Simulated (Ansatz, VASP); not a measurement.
## Ge2F3: VASP beside Ansatz

```
CELL_PARAMETERS angstrom
1.59811 0.92267 9.45853
-1.59811 0.92267 9.45853
0.00000 -1.84534 9.45853
ATOMIC_POSITIONS crystal
Ge 0.39843 0.39843 0.39843
Ge 0.60157 0.60157 0.60157
F 0.00000 0.00000 0.00000
F 0.22156 0.22156 0.22156
F 0.77844 0.77844 0.77844
```

Alike in both runs: functional PBE; k mesh 12 × 12 × 12; occupations gaussian, width 0.1 eV; no spin polarisation.

Ansatz relaxed the structure, and its values are those at the end. VASP's run is a single point on that final structure, the one shown.

|  | VASP | Ansatz |
| --- | --- | --- |
| version | VASP 6.6.1 | Ansatz 0.2.0 |
| potentials or method | VASP PAW PBE potentials, release 64 (Ge_d, F), cutoff 520 eV | scalar-relativistic, plane waves, PAW |
| valence electrons in the cell | 49 | 49 |

|  | VASP | Ansatz | Ansatz less VASP |
| --- | --- | --- | --- |
| gap on the k mesh at the Fermi level (eV) | none | none | - |
| pressure (GPa) | -0.1 | 0.0 | +0.11 |
| rms of the force components (eV/Å) | 0.011 | 0.000 | -0.0110 |

A gap of «none» marks a metal or a gap that the smearing closes.
